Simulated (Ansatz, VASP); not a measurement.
**GaP in VASP and in Ansatz**

```
CELL_PARAMETERS angstrom
0.00000 2.72525 2.72525
2.72525 0.00000 2.72525
2.72525 2.72525 0.00000
ATOMIC_POSITIONS crystal
Ga 0.00000 0.00000 0.00000
P 0.25000 0.25000 0.25000
```

Alike in both runs: task single point; functional LDA; k mesh 8 × 8 × 8; no spin polarisation.

|  | VASP | Ansatz |
| --- | --- | --- |
| version | VASP 6.6.1 | Ansatz 0.2.0 |
| potentials or method | VASP PAW LDA potentials, release 64 (Ga_d, P) | plane waves, PAW |
| plane-wave cutoff (eV) | 520 | 420 |
| occupations | gaussian, width 0.01 eV | fixed |
| valence electrons in the cell | 18 | 18 |

```tsv
	VASP	Ansatz	Ansatz less VASP
gap on the k mesh at the Fermi level (eV)	1.49	1.49	-0.002
pressure (GPa)	-2.7	-2.7	-0.07
```

LDA's correlation is that of Perdew and Zunger in VASP and of Perdew and Wang (1992) in Ansatz.
